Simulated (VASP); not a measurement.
# Ir2Pt in VASP: notebook, part 2 of 2

VASP 6.6.1. Earlier steps stand in the parts before.

### Step 4. Single point, PBE

The input, INCAR:

```
ALGO     = Normal         # electronic algorithm
EDIFF    = 1E-6           # SCF threshold, eV
ENCUT    = 500            # plane-wave cutoff, eV
GGA      = PE             # functional
GGA_COMPAT= False        
ISIF     = 2              # what is computed and relaxed
ISMEAR   = 0              # smearing method
LASPH    = True           # aspherical terms in the spheres
LCHARG   = False          # write CHGCAR
LREAL    = False          # projectors in reciprocal space
LWAVE    = False          # write WAVECAR
NBANDS   = 37             # bands
NELM     = 120            # most SCF steps
PREC     = Accurate       # precision mode
SIGMA    = 0.2            # smearing width, eV
```

The input, KPOINTS:

```
k-points
0
Gamma
  6 6 4
```

The input, POSCAR:

```
Ir2Pt
1.0
    4.4260573221      0.0027545061     -0.0000820799
   -2.2106284242      3.8063204796     -0.0000697193
   -0.0002633052      0.0002225708      5.4579247578
Ir Pt
4 2
Direct
    0.3329371251      0.6660926835      0.2499638523
    0.3329398196      0.6660686162      0.7500277073
    0.6670461646      0.3339256858      0.2500161249
    0.6670590532      0.3338968066      0.7499958212
    0.0000100673     -0.0000098557     -0.0000020061
    0.0000077700      0.0000260636      0.4999985003
```

Potentials or basis: VASP PAW PBE potentials, release 64 (Ir, Pt).

Command:

```
cat potpaw_PBE.64/Ir/POTCAR potpaw_PBE.64/Pt/POTCAR > POTCAR
mpirun -np 1 vasp_std > vasp.out
```

OUTCAR:

```text
EDIFF = 1E-6
   ENCUT = 500
   GGA = PE
   ISIF = 2
   ISMEAR = 0
   LASPH = True
   LREAL = False
   NELM = 120
   PREC = Accurate

 ion  position               nearest neighbor table
   1  0.333  0.666  0.250-   3 2.54   3 2.55   3 2.55   2 2.73   2 2.73   5 2.88   6 2.88   5 2.89
                             6 2.89   5 2.90   6 2.90
   2  0.333  0.666  0.750-   4 2.54   4 2.55   4 2.55   1 2.73   1 2.73   5 2.88   6 2.88   5 2.89
                             6 2.89   5 2.90   6 2.90
   3  0.667  0.334  0.250-   1 2.54   1 2.55   1 2.55   4 2.73   4 2.73   5 2.88   6 2.88   6 2.89
                             5 2.89   5 2.90   6 2.90
   4  0.667  0.334  0.750-   2 2.54   2 2.55   2 2.55   3 2.73   3 2.73   5 2.88   6 2.88   5 2.89
                             6 2.89   6 2.90   5 2.90
   5  0.000  1.000  1.000-   6 2.73   6 2.73   2 2.88   3 2.88   1 2.88   4 2.88   1 2.89   4 2.89
                             2 2.89   3 2.89   2 2.90   3 2.90   1 2.90   4 2.90
   6  0.000  0.000  0.500-   5 2.73   5 2.73   2 2.88   1 2.88   3 2.88   4 2.88   3 2.89   4 2.89
                             2 2.89   1 2.89   4 2.90   3 2.90   1 2.90   2 2.90

  LATTYP: Found a triclinic cell.
 ALAT       =     4.4260581800
 B/A-ratio  =     0.9944964049
[... 198 lines left out ...]
 Fermi energy:         9.7053626836

 k-point     1 :       0.0000    0.0000    0.0000
  band No.  band energies     occupation
      1      -0.4946      2.00000
      2       3.1208      2.00000
      3       3.2984      2.00000
      4       3.3373      2.00000
      5       3.3427      2.00000
      6       3.6507      2.00000
[... 949 lines left out ...]
     36      16.1151      0.00000
     37      16.4900      0.00000

 [... further k-points ...]

------------------------ aborting loop because EDIFF is reached ----------------------------------------

  FORCE on cell =-STRESS in cart. coord.  units (eV):
  Direction    XX          YY          ZZ          XY          YZ          ZX
  --------------------------------------------------------------------------------------
  -------------------------------------------------------------------------------------
  Total       -0.0481521      0.1793967     -0.0724913     -0.0165343     -0.0003132      0.0019532
  in kB       -0.8387242      3.1247701     -1.2626696     -0.2879980     -0.0054555      0.0340208
  external PRESSURE =       0.3411254 kB  Pullay stress =       0.0000000 kB

 VOLUME and BASIS-vectors are now :
 -----------------------------------------------------------------------------
  energy-cutoff  :      500.00
  volume of cell :       91.98
      direct lattice vectors                 reciprocal lattice vectors
     4.426057322  0.002754506 -0.000082080     0.225853083  0.131170575  0.000005547
    -2.210628424  3.806320480 -0.000069719    -0.000163442  0.262625991 -0.000010718
    -0.000263305  0.000222571  5.457924758     0.000003394  0.000005327  0.183219821

 POSITION                                       TOTAL-FORCE (eV/Angst)
 -----------------------------------------------------------------------------------
      0.00105      2.53633      1.36421        -0.000185     -0.002607      0.001408
      0.00098      2.53635      4.09352         0.000318     -0.002589     -0.000937
      2.21413      1.27292      1.36449         0.000567      0.002648     -0.000513
      2.21412      1.27292      4.09334        -0.000318      0.003125     -0.000026
     -2.21083      3.80651      5.45784        -0.000475      0.000106      0.000085
     -0.00015      0.00021      2.72895         0.000092     -0.000683     -0.000016
 -----------------------------------------------------------------------------------
    total drift:                                0.000000     -0.000002      0.000124

  FREE ENERGIE OF THE ION-ELECTRON SYSTEM (eV)
  ---------------------------------------------------
  free  energy   TOTEN  =       -45.9098221394 eV

  energy  without entropy=      -45.7549891089  energy(sigma->0) =      -45.83240562
```

OSZICAR:

```text
N       E                     dE             d eps       ncg     rms          rms(c)
DAV:   1     0.540501227501E+03    0.54050E+03   -0.24882E+04  5624   0.144E+03
DAV:   2    -0.128256298965E+02   -0.55333E+03   -0.52733E+03  5679   0.423E+02
DAV:   3    -0.473793305710E+02   -0.34554E+02   -0.31009E+02  6962   0.106E+02
DAV:   4    -0.487167198546E+02   -0.13374E+01   -0.13222E+01  6383   0.212E+01
DAV:   5    -0.487524256351E+02   -0.35706E-01   -0.35673E-01  6428   0.313E+00    0.311E+01
DAV:   6    -0.462973179574E+02    0.24551E+01   -0.47027E+00  6267   0.161E+01    0.143E+01
DAV:   7    -0.459791864795E+02    0.31813E+00   -0.16089E+00  7648   0.103E+01    0.436E+00
DAV:   8    -0.459476414869E+02    0.31545E-01   -0.44532E-01  8185   0.563E+00    0.348E+00
DAV:   9    -0.459119348374E+02    0.35707E-01   -0.11281E-01  6143   0.251E+00    0.148E+00
DAV:  10    -0.459098434316E+02    0.20914E-02   -0.55194E-03  6076   0.640E-01    0.108E-01
DAV:  11    -0.459098029369E+02    0.40495E-04   -0.41937E-04  7988   0.163E-01    0.729E-02
DAV:  12    -0.459098065218E+02   -0.35850E-05   -0.49096E-05  6125   0.546E-02    0.576E-02
DAV:  13    -0.459098260380E+02   -0.19516E-04   -0.37675E-05  8170   0.581E-02    0.228E-02
DAV:  14    -0.459098222197E+02    0.38183E-05   -0.19910E-05  7612   0.465E-02    0.421E-03
DAV:  15    -0.459098221394E+02    0.80315E-07   -0.12868E-06  3242   0.108E-02
   1 F= -.45909822E+02 E0= -.45832406E+02  d E =-.154833E+00
```

stdout:

```text
POSCAR found type information on POSCAR IrPt
 POSCAR found :  2 types and       6 ions
 scaLAPACK will be used
 LDA part: xc-table for (Slater+PW92), standard interpolation
 POSCAR, INCAR and KPOINTS ok, starting setup
 FFT: planning ... GRIDC
 FFT: planning ... GRID_SOFT
 FFT: planning ... GRID
 WAVECAR not read
 entering main loop
```

Run time: 6 min. Hardware: 1 thread of AMD EPYC 7R43 (Zen 3), shared host; peak memory 0.29 GiB.

What came out:

* Free energy: -45.9098 eV
* Pressure: 0.0 GPa
* Largest force: 0.003 eV/Å
* Band gap on the k mesh: zero (bands 28 and 29 overlap by 0.86 eV)

Forces in eV/Å, atoms in the order of the input:
```
Ir   0.000 -0.003  0.001
Ir   0.000 -0.003 -0.001
Ir   0.001  0.003 -0.001
Ir   0.000  0.003  0.000
Pt   0.000  0.000  0.000
Pt   0.000 -0.001  0.000
```

Caveat: spin-orbit coupling is left out, which moves the levels of the heavy elements.

### Step 5. Relaxation of cell and atoms, PBE

This run uses another cell than the first one: it holds 3 atoms, not 6.

The input, INCAR:

```
PREC = Accurate
ENCUT = 500
EDIFF = 1E-7
ISMEAR = 0
SIGMA = 0.1
LREAL = False
LASPH = True
NELM = 120
ALGO = Normal
ISIF = 3
LWAVE = False
LCHARG = False
GGA = PE
IBRION = 2
NSW = 100
EDIFFG = -0.01
GGA_COMPAT = False
NELMIN = 4
```

The input, KPOINTS:

```
regular mesh
0
Gamma
  12 12 16
```

The input, POSCAR:

```
Ir2Pt
1.0
    4.3938813666      0.0000000000      0.0000000000
   -2.1969406833      3.8052128847      0.0000000000
    0.0000000000      0.0000000000      2.7583503596
Ir Pt
2 1
Direct
    0.3333333333      0.6666666667      0.5000000000
    0.6666666667      0.3333333333      0.5000000000
    0.0000000000      0.0000000000      0.0000000000
```

Command:

```
cat potpaw_PBE.64/Ir/POTCAR potpaw_PBE.64/Pt/POTCAR > POTCAR
mpirun -np 1 vasp_std > vasp.out
```

Run time: 7.8 min. Hardware: 1 thread of AMD EPYC 7R43 (Zen 3), shared host; peak memory 0.24 GiB.

It converged, with:

```yaml
Free_energy: -22.9026 eV
Relaxed_volume: 15.33 Å³/atom
Relaxed_cell: a = 4.414 Å, b = 4.414 Å, c = 2.725 Å, α = 90.00°, β = 90.00°, γ = 120.00°
Space_group_after_relaxing_to_0.1_Å: P6/mmm (No. 191)
Energy_gained_by_relaxing: 2.6 meV/atom
Ionic_steps: 5
Pressure_after_relaxing: 0.0 GPa
Band_gap_on_the_k_mesh: zero (bands 14 and 15 overlap by 1.59 eV)
```

Step by step:
| step | energy change (eV) | largest force (eV/Å) | pressure (GPa) | volume (Å³) |
| --- | --- | --- | --- | --- |
| 1 | 0.0000 | 0.0000 | -0.32 | 46.12 |
| 2 | -0.0071 | 0.0000 | 0.43 | 45.91 |
| 3 | -0.0079 | 0.0000 | 0.20 | 45.96 |
| 4 | -0.0077 | 0.0000 | -0.56 | 46.08 |
| 5 | -0.0079 | 0.0000 | 0.02 | 45.99 |

Final structure:
```
Ir Pt
1.0
     4.41442    0.00000    0.00000
    -2.20721    3.82300    0.00000
     0.00000    0.00000    2.72492
Ir Pt
2 1
Cartesian
  0.0000 2.5487 1.3625
  2.2072 1.2743 1.3625
  -2.2072 3.8230 0.0000
```

Levels at points of the mesh, in eV from the Fermi level:
```csv
k point,band 10,band 11,band 12,band 13,band 14,band 15,band 16,band 17,band 18
"(0.00, 0.00, 0.00)",-2.97,-2.28,-2.28,-1.75,-1.75,0.90,0.90,5.34,7.19
"(0.50, 0.00, 0.00)",-2.09,-1.51,-1.01,-0.28,-0.06,0.09,0.43,0.47,0.93
"(0.00, 0.00, 0.50)",-2.53,-0.54,-0.54,0.27,0.27,1.79,2.12,3.12,8.14
"(0.50, 0.00, 0.50)",-1.86,-1.76,-0.33,-0.04,0.01,1.57,2.17,3.28,5.54
```

Caveat: spin-orbit coupling is left out, which moves the levels of the heavy elements.

### Step 6. Summary

```tsv
task	cell	k mesh	smearing	gap on the mesh (eV)	pressure (GPa)
single point	a = 4.413, b = 4.413, c = 5.452 Å, angles 90.0, 90.0, 120.0°, 6 atoms, atomic positions A	6 × 6 × 4	gaussian 0.2 eV	none	0.0
single point	a = 4.413, b = 4.413, c = 2.726 Å, angles 90.0, 90.0, 120.0°, 3 atoms, atomic positions B	12 × 12 × 16	gaussian 0.1 eV	none	0.0
single point	a = 4.426, b = 4.402, c = 5.458 Å, angles 90.0, 90.0, 120.1°, 6 atoms, atomic positions A	6 × 6 × 4	gaussian 0.2 eV	none	0.0
relaxation of cell and atoms	relaxed from a = 4.394, b = 4.394, c = 2.758 Å, angles 90.0, 90.0, 120.0°, 3 atoms, atomic positions B	12 × 12 × 16	gaussian 0.1 eV	none	0.0
```

Alike in all rows: level PBE; potentials or basis VASP PAW PBE potentials, release 64 (Ir, Pt); no spin polarisation; cutoff (eV) 500.

Caveats: spin-orbit coupling is left out, which moves the levels of the heavy elements.

Total energies depend on the potentials used, so only differences within one code and one set of settings carry meaning.
